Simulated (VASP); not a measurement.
Set up this calculation in VASP 6.6.1, as the native input.

| Property | Result |
| --- | --- |
| Task | single point |
| Functional | PBE |
| Potentials or basis | VASP PAW PBE potentials, release 64 (Mg, O) |
| Cutoff | 520 eV |
| k mesh | 15 × 15 × 15 |
| Occupations | fermi-dirac, width 0.08 eV |
| Spin | no spin polarisation |
| Dipole correction | no |
| Further INCAR settings | ALGO = Normal; EDIFF = 1e-06; NBANDS = 11 |

The structure of MgO (CsCl type) lies in POSCAR:

```
MgO
1.0
    2.3839938052      0.0000000000      0.0000000000
    0.0000000000      2.3839938052      0.0000000000
    0.0000000000      0.0000000000      2.3839938052
Mg O
1 1
Direct
    0.0000000000      0.0000000000      0.0000000000
    0.5000000000      0.5000000000      0.5000000000
```

This cell differs from its parent crystal: volume scaled by 0.72.

One way to write it, as run:

INCAR

```
ALGO     = Normal         # electronic algorithm
EDIFF    = 1E-6           # SCF threshold, eV
ENCUT    = 520            # plane-wave cutoff, eV
GGA      = PE             # functional
ISIF     = 2              # what is computed and relaxed
ISMEAR   = -1             # smearing method
LASPH    = True           # aspherical terms in the spheres
LCHARG   = True           # write CHGCAR
LELF     = True           # ELF
LREAL    = False          # projectors in reciprocal space
LVHAR    = True         
LWAVE    = False          # write WAVECAR
NBANDS   = 11             # bands
NELM     = 60             # most SCF steps
PREC     = Accurate       # precision mode
SIGMA    = 0.08           # smearing width, eV
```

KPOINTS

```
k-points
0
Gamma
  15 15 15
```

Potentials or basis: VASP PAW PBE potentials, release 64 (Mg, O).

Launch:

```console
$ cat potpaw_PBE.64/Mg/POTCAR potpaw_PBE.64/O/POTCAR > POTCAR
$ mpirun -np 1 vasp_std > vasp.out
```

Results of the run:

| Quantity | Value |
| --- | --- |
| Pressure | 88.7 GPa |
| Band gap on the k mesh | 5.97 eV, indirect (least direct gap 6.23 eV) |

Wall time 18 s on 1 thread of AMD EPYC 7R13, on a shared host, peak memory 0.13 GiB.
